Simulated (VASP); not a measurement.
# TaN (P6_3mc) in VASP: a series of runs, part 2 of 2

VASP 6.6.1. Earlier steps stand in the parts before.

**3. Single point, PBE**

Input file INCAR:

```
ALGO = Normal
EDIFF = 1E-6
ENCUT = 520
GGA = PE
ISIF = 2
ISMEAR = 0
LASPH = True
LCHARG = False
LREAL = False
LWAVE = False
NBANDS = 24
NELM = 60
PREC = Accurate
SIGMA = 0.1
```

Input file KPOINTS:

```
k-points
0
Gamma
  6 6 4
```

Input file POSCAR:

```
TaN
1.0
    3.0500010905      0.0000000000      0.0000000000
   -1.5250005453      2.6413784260      0.0000000000
    0.0000000000      0.0000000000      4.9400000000
Ta N
2 2
Direct
    0.3333333333      0.6666666667      0.0000000000
    0.6666666667      0.3333333333      0.5000000000
    0.3333333333      0.6666666667      0.3850000000
    0.6666666667      0.3333333333      0.8850000000
```

Potentials or basis: VASP PAW PBE potentials, release 64 (Ta_pv, N).

Launch:

```console
$ cat potpaw_PBE.64/Ta_pv/POTCAR potpaw_PBE.64/N/POTCAR > POTCAR
$ mpirun -np 1 vasp_std > vasp.out
```

OUTCAR:

```text
EDIFF = 1E-6
   ENCUT = 520
   GGA = PE
   ISIF = 2
   ISMEAR = 0
   LASPH = True
   LREAL = False
   NELM = 60
   PREC = Accurate

 ion  position               nearest neighbor table
   1  0.333  0.667  0.000-   4 1.85   4 1.85   4 1.85   3 1.90   2 3.03   2 3.03   2 3.03   2 3.03
                             2 3.03   2 3.03
   2  0.667  0.333  0.500-   3 1.85   3 1.85   3 1.85   4 1.90   1 3.03   1 3.03   1 3.03   1 3.03
                             1 3.03   1 3.03
[... 767 lines left out ...]
  Direction    XX          YY          ZZ          XY          YZ          ZX
  --------------------------------------------------------------------------------------
  -------------------------------------------------------------------------------------
  Total       37.1849157     37.1849157     30.6190219     -0.0000000     -0.0000000      0.0000000
  in kB     1496.9931506   1496.9931507   1232.6629026     -0.0000000     -0.0000000      0.0000000
  external PRESSURE =    1408.8830680 kB  Pullay stress =       0.0000000 kB

 VOLUME and BASIS-vectors are now :
 -----------------------------------------------------------------------------
  energy-cutoff  :      520.00
  volume of cell :       39.80
      direct lattice vectors                 reciprocal lattice vectors
     3.050001090  0.000000000  0.000000000     0.327868735  0.189295103  0.000000000
    -1.525000545  2.641378426  0.000000000     0.000000000  0.378590205  0.000000000
     0.000000000  0.000000000  4.940000000     0.000000000  0.000000000  0.202429150

 POSITION                                       TOTAL-FORCE (eV/Angst)
 -----------------------------------------------------------------------------------
     -0.00000      1.76092      0.00000         0.000000      0.000000      2.278616
      1.52500      0.88046      2.47000        -0.000000     -0.000000      2.278616
     -0.00000      1.76092      1.90190         0.000000      0.000000     -2.278616
      1.52500      0.88046      4.37190        -0.000000     -0.000000     -2.278616
 -----------------------------------------------------------------------------------
    total drift:                               -0.000000      0.000000      0.000818

  FREE ENERGIE OF THE ION-ELECTRON SYSTEM (eV)
  ---------------------------------------------------
  free  energy   TOTEN  =       -37.6231594041 eV

  energy  without entropy=      -37.6155051304  energy(sigma->0) =      -37.61933227
```

stdout:

```text
POSCAR found type information on POSCAR TaN
 POSCAR found :  2 types and       4 ions
 scaLAPACK will be used
 LDA part: xc-table for (Slater+PW92), standard interpolation
 POSCAR, INCAR and KPOINTS ok, starting setup
 FFT: planning ... GRIDC
 FFT: planning ... GRID_SOFT
 FFT: planning ... GRID
 WAVECAR not read
 entering main loop
```

Wall time 20 s (1 thread of Intel Xeon 8259CL, shared host); peak memory 0.16 GiB.

Results:

```yaml
Free_energy: -37.6232 eV
Pressure: 140.9 GPa
Largest_force: 2.279 eV/Å
Band_gap_on_the_k_mesh: zero (bands 16 and 17 overlap by 2.86 eV)
```

Forces in eV/Å, atoms in the order of the input:
```
Ta   0.000  0.000  2.279
Ta   0.000  0.000  2.279
N    0.000  0.000 -2.279
N    0.000  0.000 -2.279
```

Caveat: the k points lie up to 0.40 Å⁻¹ apart, too coarse for converged energies and pressures of a metal; spin-orbit coupling is left out, which moves the levels of the heavy elements; forces of over 1 eV/Å act on the atoms, so gaps and moduli don't describe the material at rest.

**4. Single point, PBE**

Input file INCAR:

```
PREC     = Accurate       # precision mode
ENCUT    = 520            # plane-wave cutoff, eV
EDIFF    = 1E-7           # SCF threshold, eV
ISMEAR   = 0              # smearing method
SIGMA    = 0.1            # smearing width, eV
LREAL    = F              # projectors in reciprocal space
LASPH    = T              # aspherical terms in the spheres
NELM     = 80             # most SCF steps
ALGO     = Normal         # electronic algorithm
ISIF     = 2              # what is computed and relaxed
LWAVE    = F              # write WAVECAR
LCHARG   = F              # write CHGCAR
GGA      = PE             # functional
NBANDS   = 24             # bands
```

Input file KPOINTS:

```
Automatic mesh
0
Gamma
  9 9 4
```

POSCAR is that of step 3.

Launch:

```console
$ cat potpaw_PBE.64/Ta_pv/POTCAR potpaw_PBE.64/N/POTCAR > POTCAR
$ mpirun -np 1 vasp_std > vasp.out
```

Run time: 39 s. Hardware: 1 thread of Intel Xeon 8259CL, shared host; peak memory 0.18 GiB.

The run converged. Its results:

- Free energy: -37.6526 eV
- Pressure: 140.4 GPa
- Largest force: 2.453 eV/Å
- Band gap on the k mesh: zero (bands 16 and 17 overlap by 2.86 eV)

Forces in eV/Å, atoms in the order of the input:
```
Ta   0.000  0.000  2.453
Ta   0.000  0.000  2.453
N    0.000  0.000 -2.453
N    0.000  0.000 -2.453
```

Stress tensor (GPa, compression positive):
```
149.13   0.00   0.00
  0.00 149.13   0.00
  0.00   0.00 123.04
```

Levels at points of the mesh, in eV from the Fermi level:
| k point | band 14 | band 15 | band 16 | band 17 | band 18 | band 19 |
| --- | --- | --- | --- | --- | --- | --- |
| (0.00, 0.00, 0.00) | -7.55 | -0.82 | -0.82 | -0.34 | 2.15 | 2.68 |
| (0.00, 0.00, 0.50) | -8.46 | 1.22 | 1.22 | 1.22 | 1.22 | 1.88 |

Caveat: the cell stands under pressure; spin-orbit coupling is left out, which moves the levels of the heavy elements; forces of over 1 eV/Å act on the atoms, so gaps and moduli don't describe the material at rest.

**5. Single point, PBE**

Input file INCAR:

```
SYSTEM = TaN
ALGO = Normal
EDIFF = 1E-7
ENCUT = 520
GGA = PE
ISIF = 2
ISMEAR = 0
LASPH = .True.
LCHARG = .True.
LELF = .True.
LREAL = .False.
LVHAR = .True.
LWAVE = .False.
NBANDS = 24
NELM = 60
PREC = Accurate
SIGMA = 0.1
```

Input file KPOINTS:

```
k-points
0
Gamma
  9 9 6
  0 0 0
```

POSCAR is that of step 4.

Launch:

```console
$ cat potpaw_PBE.64/Ta_pv/POTCAR potpaw_PBE.64/N/POTCAR > POTCAR
$ mpirun -np 1 vasp_std > vasp.out
```

It took 58 s on 1 thread of Intel Xeon 8259CL, shared host; peak memory 0.19 GiB.

The run converged. Its results:

- Free energy: -37.6769 eV
- Pressure: 140.2 GPa
- Largest force: 2.450 eV/Å
- Band gap on the k mesh: zero (bands 16 and 17 overlap by 2.86 eV)

Forces in eV/Å, atoms in the order of the input:
```
Ta   0.000  0.000  2.450
Ta   0.000  0.000  2.450
N    0.000  0.000 -2.450
N    0.000  0.000 -2.450
```

Stress tensor (GPa, compression positive):
```
148.78   0.00   0.00
  0.00 148.78   0.00
  0.00   0.00 122.90
```

Levels at points of the mesh, in eV from the Fermi level:
| k point | band 13 | band 14 | band 15 | band 16 | band 17 | band 18 | band 19 | band 20 |
| --- | --- | --- | --- | --- | --- | --- | --- | --- |
| (0.00, 0.00, 0.00) | -7.87 | -7.54 | -0.81 | -0.81 | -0.34 | 2.17 | 2.69 | 2.69 |
| (0.00, 0.00, 0.50) | -8.45 | -8.45 | 1.23 | 1.23 | 1.23 | 1.23 | 1.88 | 1.88 |

Caveat: the cell stands under pressure; spin-orbit coupling is left out, which moves the levels of the heavy elements; forces of over 1 eV/Å act on the atoms, so gaps and moduli don't describe the material at rest.

**6. Single point, PBE**

Input file INCAR:

```
ALGO = Normal
EDIFF = 1E-6
ENCUT = 520
GGA = PE
ISIF = 2
ISMEAR = 0
ISYM = 0
LASPH = True
LCHARG = False
LREAL = False
LWAVE = False
NBANDS = 24
NELM = 100
PREC = Accurate
SIGMA = 0.1
```

Input file KPOINTS:

```
Automatic mesh
0
Gamma
  6 6 4
  0.5 0.5 0.5
```

POSCAR is that of step 5.

Potentials or basis: VASP PAW PBE potentials, release 64 (Ta_pv, N).

Launch:

```console
$ cat potpaw_PBE.64/Ta_pv/POTCAR potpaw_PBE.64/N/POTCAR > POTCAR
$ mpirun -np 1 vasp_std > vasp.out
```

It took 3.2 min on 1 thread of Intel Xeon 8259CL, shared host; peak memory 0.3 GiB.

Results (log left out):

```yaml
Free_energy: -37.6803 eV
Pressure: 140.1 GPa
Largest_force: 2.328 eV/Å
Band_gap_on_the_k_mesh: zero (bands 16 and 17 overlap by 1.30 eV)
```

Forces in eV/Å, atoms in the order of the input:
```
Ta   0.000  0.000  2.328
Ta   0.000  0.000  2.328
N    0.000  0.000 -2.328
N    0.000  0.000 -2.328
```

Stress tensor (GPa, compression positive):
```
148.19   0.00   0.00
  0.00 148.19   0.00
  0.00   0.00 123.83
```

Levels at points of the mesh, in eV from the Fermi level:
```csv
k point,band 14,band 15,band 16,band 17,band 18,band 19
"(0.08, 0.08, 0.12)",-7.54,-1.69,-1.06,0.75,1.12,2.89
```

Caveat: the k points lie up to 0.40 Å⁻¹ apart, too coarse for converged energies and pressures of a metal; spin-orbit coupling is left out, which moves the levels of the heavy elements; forces of over 1 eV/Å act on the atoms, so gaps and moduli don't describe the material at rest.

**7. The runs side by side**

| k mesh | gap on the mesh (eV) | pressure (GPa) | largest force (eV/Å) |
| --- | --- | --- | --- |
| 6 × 6 × 2 | none | 141.2 | 2.39 |
| 6 × 6 × 4 | none | 140.9 | 2.28 |
| 9 × 9 × 4 | none | 140.4 | 2.45 |
| 9 × 9 × 6 | none | 140.2 | 2.45 |
| 6 × 6 × 4, shifted | none | 140.1 | 2.33 |

Alike in all rows: task single point; level PBE; potentials or basis VASP PAW PBE potentials, release 64 (Ta_pv, N); no spin polarisation; cell as given; cutoff (eV) 520; smearing gaussian 0.1 eV.

Caveats: some runs use coarse meshes; spin-orbit coupling is left out, which moves the levels of the heavy elements; forces of over 1 eV/Å act on the atoms, so gaps and moduli don't describe the material at rest; the cell stands under pressure (at least some runs).

Total energies depend on the potentials used, so only differences within one code and one set of settings carry meaning.
